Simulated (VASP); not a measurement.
Set up this calculation in VASP 6.6.1, as the native input.

```yaml
Task: single point
Functional: PBE
Potentials_or_basis: VASP PAW PBE potentials, release 64 (Hf_pv)
Cutoff: 520 eV
k_mesh: 18 × 18 × 18
Occupations: gaussian, width 0.05 eV
Spin: no spin polarisation
Dipole_correction: no
Further_INCAR_settings: ALGO = Normal; EDIFF = 1e-06; NBANDS = 11
```

The structure of Hf lies in POSCAR:

```
Hf
1.0
   -1.6463129468      1.6463129468      1.6463129468
    1.6463129468     -1.6463129468      1.6463129468
    1.6463129468      1.6463129468     -1.6463129468
Hf
1
Direct
    0.0000000000      0.0000000000      0.0000000000
```

This cell differs from its parent crystal: volume scaled by 0.800.

These files were run (other wordings do the same):

INCAR

```
SYSTEM = Hf
  PREC = Accurate
  ENCUT = 520
  EDIFF = 1E-6
  ISMEAR = 0
  SIGMA = 0.05
  LREAL = .FALSE.
  LASPH = .TRUE.
  NELM = 100
  ALGO = Normal
  ISIF = 2
  LWAVE = .FALSE.
  LCHARG = .FALSE.
  GGA = PE
  NBANDS = 11
```

KPOINTS

```
Automatic mesh
0
G
  18 18 18
  0 0 0
```

Potentials or basis: VASP PAW PBE potentials, release 64 (Hf_pv).

Run with:

```sh
$ cat potpaw_PBE.64/Hf_pv/POTCAR > POTCAR
$ mpirun -np 1 vasp_std > vasp.out
```

Results of the run:

```yaml
Pressure: 30.8 GPa
Band_gap_on_the_k_mesh: zero (band 5 reaches 7.88 eV, above the bottom of band 6 at 5.30 eV)
```

Caveat: spin-orbit coupling is left out, which moves the levels of the heavy elements.

Wall time 16 s on 1 thread of AMD EPYC 9R45 96-Core Processor (Zen 5), on a shared host, peak memory 0.14 GiB.
